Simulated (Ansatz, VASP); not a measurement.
As in VASP and in Ansatz

Contents of INCAR:

```
ALGO = Normal
EDIFF = 1E-7
ENCUT = 520
GGA = CA
ISIF = 2
ISMEAR = -1
LASPH = T
LCHARG = F
LREAL = F
LWAVE = F
NBANDS = 8
NELM = 80
PREC = Accurate
SIGMA = 0.1
```

File KPOINTS:

```
k-points
0
Gamma
  13 13 13
```

POSCAR

```
As
1.0
    2.7780713233      0.0000000000      0.0000000000
    0.0000000000      2.7780713233      0.0000000000
    0.0000000000      0.0000000000      2.7780713233
As
1
Direct
    0.0000000000      0.0000000000      0.0000000000
```

Input for Ansatz:

```yaml
crystal:
  lattice:
    - [2.7780713233, 0.0, 0.0]
    - [0.0, 2.7780713233, 0.0]
    - [0.0, 0.0, 2.7780713233]
  atoms:
    - { symbol: As, position: [0.0, 0.0, 0.0] }
hamiltonian:
  xc: lda
  pseudopotentials:
    kind: paw
    azcp:
      As: "pseudopotentials/As.paw.azcp"
basis:
  ecutwfc: 420
  fft_grid_basis: typed
kpoints:
  mp_grid: { grid: [13, 13, 13], shift: [0, 0, 0] }
magnetization:
  spin_polarized: false
scf:
  occupations: { method: fermi_dirac, width: 0.1 }
  lower_state_search: "off"
output:
  stress: true
```

Alike in both runs: task single point; functional LDA; k mesh 13 × 13 × 13; occupations fermi-dirac, width 0.1 eV; no spin polarisation.

|  | VASP | Ansatz |
| --- | --- | --- |
| version | VASP 6.6.1 | Ansatz 0.2.0 |
| potentials or method | VASP PAW LDA potentials, release 64 (As), cutoff 520 eV | plane waves (420 eV) with PAW, scalar-relativistic |
| valence electrons in the cell | 5 | 15 |

Ansatz gave:

| Quantity | Value |
| --- | --- |
| pressure (GPa) | -8.4 |

Task: Which values does VASP return?

Result: Pressure (GPa): -8.2.

Ansatz warns that its potentials were made for another functional, while VASP's fit it. LDA's correlation is that of Perdew and Zunger in VASP and of Perdew and Wang (1992) in Ansatz. VASP's potentials hold 5 valence electrons a cell and Ansatz's 15, so a difference there can come from the potentials and not from the codes.
